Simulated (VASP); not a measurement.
Here is a VASP 6.6.1 calculation.

File INCAR:

```
PREC = Accurate
ENCUT = 520
EDIFF = 1E-6
ISMEAR = 0
SIGMA = 0.1
LREAL = F
LASPH = T
NELM = 120
ALGO = Normal
ISIF = 2
LWAVE = F
LCHARG = F
LDIPOL = T
IDIPOL = 3
DIPOL = 0.5 0.5 0.361
GGA = PE
IVDW = 12
NBANDS = 42
GGA_COMPAT = F
NELMDL = -8
```

File KPOINTS:

```
Automatic mesh
0
Gamma
  6 6 1
```

Contents of POSCAR:

```
Ga2Sb2CO
1.0
    4.3343814621      0.0000000000      0.0000000000
   -2.1671907311      3.7536844559      0.0000000000
    0.0000000000      0.0000000000     23.3197422777
Sb Ga O C
2 2 1 1
Direct
    0.0000000000      0.0000000000      0.1715284823
    0.3333333333      0.6666666667      0.3301590654
    0.3333333333      0.6666666667      0.2094685204
    0.6666666667      0.3333333333      0.3632005095
    1.5555555556      0.7777777778      0.5218643557
    1.5555555556      0.7777777778      0.5711787943
```

Potentials or basis: VASP PAW PBE potentials, release 64 (Sb_d_GW, Ga_d, O, C).

Launch:

```sh
$ cat potpaw_PBE.64/Sb_d_GW/POTCAR potpaw_PBE.64/Ga_d/POTCAR potpaw_PBE.64/O/POTCAR potpaw_PBE.64/C/POTCAR > POTCAR
$ mpirun -np 1 vasp_std > vasp.out
```

Problem. What does it give for the dispersion energy per atom?

Solution. -0.162 eV.

Problem. What does it give for the band gap on the k mesh?

Solution. 0.04 eV (least direct gap 0.14 eV).

Problem. Predict the largest force.

Solution. 0.711 eV/Å.

Forces on the atoms (eV/Å):
```
Sb  -0.001 -0.001  0.173
Sb   0.000  0.000 -0.016
Ga   0.000  0.000 -0.151
Ga  -0.001 -0.001  0.014
O    0.004  0.002  0.691
C   -0.001 -0.001 -0.711
```

Caveat: spin-orbit coupling is left out, which moves the levels of the heavy elements.
